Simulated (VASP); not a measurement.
A run of VASP 6.6.1:

File POSCAR:

```
BN
1.0
    2.5472375375      0.0000000000      0.0000000000
   -1.2736187687      2.2059724170      0.0000000000
    0.0000000000      0.0000000000      6.7658448057
N B
2 2
Direct
    0.6666666667      0.3333333333      0.2500000000
    0.3333333333      0.6666666667      0.7500000000
    0.6666666667      0.3333333333      0.7500000000
    0.3333333333      0.6666666667      0.2500000000
```

File INCAR.step1:

```
PREC = Accurate
ENCUT = 520
ISMEAR = -1
SIGMA = 0.05
LREAL = F
LASPH = T
NELM = 60
NBANDS = 16
GGA = PE
ALGO = Normal
EDIFF = 1E-4
LWAVE = T
LCHARG = F
```

File INCAR.step2:

```
PREC = Accurate
ENCUT = 520
EDIFF = 1E-6
ISMEAR = -1
SIGMA = 0.05
LREAL = F
LASPH = T
NELM = 60
ALGO = Normal
ISIF = 2
LWAVE = F
LCHARG = T
METAGGA = R2SCAN
LMIXTAU = T
LELF = T
LVHAR = T
NBANDS = 16
ISTART = 1
```

File KPOINTS:

```
Automatic mesh
0
Gamma
  12 12 4
```

Potentials or basis: VASP PAW PBE potentials, release 64 (N, B).

The run is started by

```console
$ cat potpaw_PBE.64/N/POTCAR potpaw_PBE.64/B/POTCAR > POTCAR
$ cp INCAR.step1 INCAR
$ mpirun -np 1 vasp_std > vasp.out
$ cp INCAR.step2 INCAR
$ mpirun -np 1 vasp_std > vasp.out
```

Hardware: 1 thread of AMD EPYC 7R43 64-Core Processor (Zen 3) (shared host).

Task: Estimate the wall time of this run.

Result: Wall time 2.5 min on 1 thread of AMD EPYC 7R43 64-Core Processor (Zen 3) (shared host), peak memory 0.14 GiB. Counts: k points 57.
